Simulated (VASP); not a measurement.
Wanted: the native input for a VASP 6.6.1 run.

| Quantity | Value |
| --- | --- |
| Task | relaxation of cell and atoms |
| Functional | PBEsol |
| Potentials or basis | VASP PAW PBE potentials, release 64 (Pb_d, Se) |
| Cutoff | 600 eV |
| k mesh | 10 × 10 × 10 |
| Occupations | gaussian, width 0.01 eV |
| Spin | no spin polarisation |
| Dipole correction | no |
| Further INCAR settings | ALGO = Normal; EDIFF = 1e-06; IBRION = 2; EDIFFG = -0.005; NSW = 100; ISIF = 3 |

The structure of PbSe (Clausthalite) lies in POSCAR:

```
PbSe
1.0
    0.0000000000      3.0606500000      3.0606500000
    3.0606500000      0.0000000000      3.0606500000
    3.0606500000      3.0606500000      0.0000000000
Pb Se
1 1
Direct
    0.0000000000      0.0000000000      0.0000000000
    0.5000000000      0.5000000000      0.5000000000
```

One way to write it, as run:

INCAR

```
SYSTEM = PbSe
PREC = Accurate
ENCUT = 600
EDIFF = 1E-6
ISMEAR = 0
SIGMA = 0.01
LREAL = .FALSE.
LASPH = .TRUE.
NELM = 80
ALGO = Normal
ISIF = 3
LWAVE = .FALSE.
LCHARG = .FALSE.
GGA = PS
IBRION = 2
NSW = 100
EDIFFG = -0.005
```

KPOINTS

```
Automatic mesh
0
G
  10 10 10
  0 0 0
```

Potentials or basis: VASP PAW PBE potentials, release 64 (Pb_d, Se).

Launch:

```sh
$ cat potpaw_PBE.64/Pb_d/POTCAR potpaw_PBE.64/Se/POTCAR > POTCAR
$ mpirun -np 1 vasp_std > vasp.out
```

It gave:

| Item | Value |
| --- | --- |
| Relaxed volume | 28.44 Å³/atom |
| Relaxed cell | a = 4.317 Å, b = 4.317 Å, c = 4.317 Å, α = 60.00°, β = 60.00°, γ = 60.00° |
| Space group after relaxing (to 0.05 Å) | Fm-3m (No. 225) |
| Energy gained by relaxing | 0.3 meV/atom |
| Ionic steps | 3 |
| Pressure after relaxing | 0.0 GPa |
| Band gap on the k mesh | 0.17 eV, direct |

Caveat: the PAW data sets were made with another functional, which shifts forces and pressure a little; spin-orbit coupling is left out, which moves the levels of the heavy elements.

Run time: 52 s on 1 thread of Intel(R) Xeon(R) 6975P-C (Granite Rapids), on a shared host, peak memory 0.23 GiB.
